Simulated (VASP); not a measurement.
Set up this calculation in VASP 6.6.1, as the native input.

- Task: single point
- Functional: PBEsol
- Potentials or basis: VASP PAW PBE potentials, release 64 (Co)
- Cutoff: 520 eV
- k mesh: 30 × 30 × 16
- Occupations: gaussian, width 0.15 eV
- Spin: collinear spin, ferromagnetic start
- Starting moments: [1.8, 1.8] μB
- Dipole correction: no
- Further INCAR settings: ALGO = Normal; EDIFF = 1e-06; NBANDS = 20

The structure of Co lies in POSCAR:

```
Co
1.0
    2.3115786897      0.0000000000      0.0000000000
   -1.1557893449      2.0018858682      0.0000000000
    0.0000000000      0.0000000000      4.4824983702
Co
2
Direct
    0.6666666667      0.3333333333      0.2500000000
    0.3333333333      0.6666666667      0.7500000000
```

This cell differs from its parent crystal: ratio of the length along z to the lengths across it x 1.2, volume and fractional coordinates fixed.

These files were run (other wordings do the same):

INCAR

```
PREC = Accurate ; ENCUT = 520
EDIFF = 1E-6 ; ISMEAR = 0
SIGMA = 0.15 ; LREAL = F
LASPH = T ; NELM = 150
ALGO = Normal ; ISIF = 2
LWAVE = F ; LCHARG = F
ISPIN = 2 ; MAGMOM = 1.8 1.8
LORBIT = 11 ; LMAXMIX = 4
GGA = PS ; NBANDS = 20
```

KPOINTS

```
Automatic mesh
0
Gamma
  30 30 16
```

Potentials or basis: VASP PAW PBE potentials, release 64 (Co).

Launch:

```bash
$ cat potpaw_PBE.64/Co/POTCAR > POTCAR
$ mpirun -np 1 vasp_std > vasp.out
```

Results of the run:

```json
{
  "Pressure": "9.3 GPa",
  "Net moment": "3.21 μB per cell",
  "Site moments": "Co +1.61 μB",
  "Valence electrons inside the program's atomic spheres": "Co 8.42"
}
```

Caveat: the cell stands under pressure; the PAW data sets were made with another functional, which shifts forces and pressure a little.

Run time: 13 min on 1 thread of Oxide Virtual Turin-like Processor, on a shared host, peak memory 0.5 GiB.
